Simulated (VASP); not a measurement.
# PtSe2 (P-3m1) in VASP: notebook, part 2 of 2

VASP 6.6.1. The steps go on from the part before.

### Step 4. Single point, PBE (uniaxial z strain +3.0%)

The input, INCAR:

```
PREC = Accurate ; ENCUT = 500
EDIFF = 1E-6 ; ISMEAR = -1
SIGMA = 0.02 ; LREAL = False
LASPH = True ; NELM = 120
ALGO = Normal ; ISIF = 2
LWAVE = False ; LCHARG = False
GGA = PE ; NBANDS = 18
GGA_COMPAT = False
```

The input, KPOINTS:

```
regular mesh
0
Gamma
  12 12 6
```

The input, POSCAR:

```
PtSe2
1.0
    3.7286503688      0.0000000000      0.0000000000
   -1.8643251844      3.2291059412      0.0000000000
    0.0000000000      0.0000000000      5.4354712733
Pt Se
1 2
Direct
    0.0000000000      0.0000000000      0.0000000000
    0.3333333333      0.6666666667      0.2396225533
    0.6666666667      0.3333333333      0.7603774467
```

Potentials or basis: VASP PAW PBE potentials, release 64 (Pt, Se).

The run is started by

```console
cat potpaw_PBE.64/Pt/POTCAR potpaw_PBE.64/Se/POTCAR > POTCAR
mpirun -np 1 vasp_std > vasp.out
```

OUTCAR:

```text
PREC = Accurate
   ENCUT = 500
   EDIFF = 1E-6
   ISMEAR = -1
   LREAL = False
   LASPH = True
   NELM = 120
   ISIF = 2
   GGA = PE

 ion  position               nearest neighbor table
   1  0.000  0.000  0.000-   2 2.52   3 2.52   2 2.52   3 2.52   3 2.52   2 2.52
   2  0.333  0.667  0.240-   1 2.52   1 2.52   1 2.52
   3  0.667  0.333  0.760-   1 2.52   1 2.52   1 2.52

  LATTYP: Found a hexagonal cell.
 ALAT       =     3.7286503688
 C/A-ratio  =     1.4577583672

  Lattice vectors:

 A1 = (   3.7286503688,   0.0000000000,   0.0000000000)
 A2 = (  -1.8643251844,   3.2291059412,   0.0000000000)
 A3 = (   0.0000000000,   0.0000000000,   5.4354712733)

Analysis of symmetry for initial positions (statically):
=====================================================================
 Subroutine PRICEL returns:
 Original cell was already a primitive cell.

 Routine SETGRP: Setting up the symmetry group for a
 hexagonal supercell.

 Subroutine GETGRP returns: Found 12 space group operations
 (whereof 12 operations were pure point group operations)
 out of a pool of 24 trial point group operations.

The static configuration has the point symmetry D_3d.

Analysis of symmetry for dynamics (positions and initial velocities):
=====================================================================
 Subroutine PRICEL returns:
 Original cell was already a primitive cell.

 Routine SETGRP: Setting up the symmetry group for a
 hexagonal supercell.

 Subroutine GETGRP returns: Found 12 space group operations
 (whereof 12 operations were pure point group operations)
 out of a pool of 24 trial point group operations.

The dynamic configuration has the point symmetry D_3d.

 Subroutine INISYM returns: Found 12 space group operations
 (whereof 12 operations are pure point group operations),
 and found     1 'primitive' translations

[... 114 lines left out ...]
   IMIX   =      4    mixing-type and parameters
     AMIX     =   0.40;   BMIX     =  1.00
     AMIX_MAG =   1.60;   BMIX_MAG =  1.00
  volume/ion in A,a.u.               =      21.81       147.21
  Fermi-wavevector in a.u.,A,eV,Ry     =   1.138305  2.151085 17.629592  1.295738
  Thomas-Fermi vector in A             =   2.275010
   LORBIT       =      0    0 simple, 1 ext, 2 COOP (PROOUT), +10 PAW based schemes
   GGA     = PE    functional components
   LHFCALC =     F    Hartree Fock is set to
   AEXX    =    0.0000 exact exchange contribution
   IVDW    =     0    specifies the selected vdW correction
   LEPSILON=     F    determine dielectric tensor
   LRPA    =     F    only Hartree local field effects (RPA)
 non-spin polarized calculation
  energy-cutoff  :      500.00
  volume of cell :       65.44
 maximum number of plane-waves:      1682
   NGX = 13   NGY = 13   NGZ = 19

 number of electron      21.9999997 magnetization

 Free energy of the ion-electron system (eV)
  ---------------------------------------------------
  ext. energy  EPLUGINS =         0.00000000
  ---------------------------------------------------
  free energy    TOTEN  =       -14.26297138 eV

  energy without entropy =      -14.26264358  energy(sigma->0) =      -14.26280748

 E-fermi :   5.6445     XC(G=0): -10.1987

 val. band max:        5.6095505375   @ k =   0.0833  -0.0000   0.0000
 cond. band min:       5.6618101371   @ k =   0.0000   0.0000   0.0000
 fundamental gap:      0.0522595996
 Fermi energy:         5.6444672181

 k-point     1 :       0.0000    0.0000    0.0000
  band No.  band energies     occupation
      1      -9.6354      2.00000
      2      -7.3241      2.00000
      3      -1.1461      2.00000
      4      -0.5261      2.00000
      5      -0.5261      2.00000
      6       1.7709      2.00000
[... 481 lines left out ...]
      5      -0.1835      2.00000
      6       1.2223      2.00000
[... 10 lines left out ...]
     17      14.0804      0.00000
     18      14.3205      0.00000

 [... further k-points ...]

------------------------ aborting loop because EDIFF is reached ----------------------------------------

  FORCE on cell =-STRESS in cart. coord.  units (eV):
  Direction    XX          YY          ZZ          XY          YZ          ZX
  --------------------------------------------------------------------------------------
  -------------------------------------------------------------------------------------
  Total        1.4210251      1.4210251      0.8401403      0.0000000      0.0000000      0.0000000
  in kB       34.7889383     34.7889383     20.5679609      0.0000000      0.0000000      0.0000000
  external PRESSURE =      30.0486125 kB  Pullay stress =       0.0000000 kB

 VOLUME and BASIS-vectors are now :
 -----------------------------------------------------------------------------
  energy-cutoff  :      500.00
  volume of cell :       65.44
      direct lattice vectors                 reciprocal lattice vectors
     3.728650369  0.000000000  0.000000000     0.268193556  0.154841622  0.000000000
    -1.864325184  3.229105941  0.000000000     0.000000000  0.309683243  0.000000000
     0.000000000  0.000000000  5.435471273     0.000000000  0.000000000  0.183976688

 POSITION                                       TOTAL-FORCE (eV/Angst)
 -----------------------------------------------------------------------------------
      0.00000      0.00000      0.00000        -0.000000      0.000000      0.000000
     -0.00000      2.15274      1.30246        -0.000000      0.000000      0.148239
      1.86433      1.07637      4.13301         0.000000     -0.000000     -0.148239
 -----------------------------------------------------------------------------------
    total drift:                                0.000000      0.000000      0.000000

  FREE ENERGIE OF THE ION-ELECTRON SYSTEM (eV)
  ---------------------------------------------------
  free  energy   TOTEN  =       -14.2629713769 eV

  energy  without entropy=      -14.2626435754  energy(sigma->0) =      -14.26280748
```

stdout:

```text
POSCAR found type information on POSCAR PtSe
 POSCAR found :  2 types and       3 ions
 scaLAPACK will be used
 LDA part: xc-table for (Slater+PW92), standard interpolation
 POSCAR, INCAR and KPOINTS ok, starting setup
 FFT: planning ... GRIDC
 FFT: planning ... GRID_SOFT
 FFT: planning ... GRID
 WAVECAR not read
 entering main loop
```

Wall time 2.3 min (1 thread of Intel Xeon 8259CL, shared host); peak memory 0.26 GiB.

What came out:

* Free energy: -14.2630 eV
* Pressure: 3.0 GPa
* Largest force: 0.148 eV/Å
* Band gap on the k mesh: zero (filled and empty bands touch)

Forces on the atoms (eV/Å):
```
Pt   0.000  0.000  0.000
Se   0.000  0.000  0.148
Se   0.000  0.000 -0.148
```

Stress tensor (GPa, compression positive):
```
3.48 0.00 0.00
0.00 3.48 0.00
0.00 0.00 2.06
```

Levels at points of the mesh, in eV from the Fermi level:
```
           k point  band 9  band 10  band 11  band 12  band 13  band 14
(0.00, 0.00, 0.00)   -0.98    -0.98     0.02     1.66     1.66     3.97
(0.50, 0.00, 0.00)   -3.28    -3.13    -2.90     0.82     2.10     4.51
(0.00, 0.00, 0.50)   -1.81    -1.23    -1.23     2.16     2.16     4.74
(0.50, 0.00, 0.50)   -3.07    -2.72    -1.60     1.23     1.51     4.10
```

Caveat: the cell differs from its parent crystal (uniaxial z strain +3.0%); the cell stands under pressure; spin-orbit coupling is left out, which moves the levels of the heavy elements.

### Step 5. Overview

```tsv
cell	gap on the mesh (eV)	pressure (GPa)	largest force (eV/Å)
a = 3.729, b = 3.729, c = 5.330 Å, angles 90.0, 90.0, 120.0°, 3 atoms, uniaxial z strain +1.0%	none	3.5	0.17
a = 3.729, b = 3.729, c = 5.383 Å, angles 90.0, 90.0, 120.0°, 3 atoms, uniaxial z strain +2.0%	none	3.3	0.16
a = 3.729, b = 3.729, c = 5.435 Å, angles 90.0, 90.0, 120.0°, 3 atoms, uniaxial z strain +3.0%	none	3.0	0.15
```

Alike in all rows: task single point; level PBE; potentials or basis VASP PAW PBE potentials, release 64 (Pt, Se); no spin polarisation; k mesh 12 × 12 × 6; cutoff (eV) 500; smearing fermi-dirac 0.02 eV.

Caveats: the cell stands under pressure; spin-orbit coupling is left out, which moves the levels of the heavy elements.

Absolute energies hang on the potentials; compare differences alone.

The gap in the log of VASP goes by the Fermi energy; the results here count the filled bands.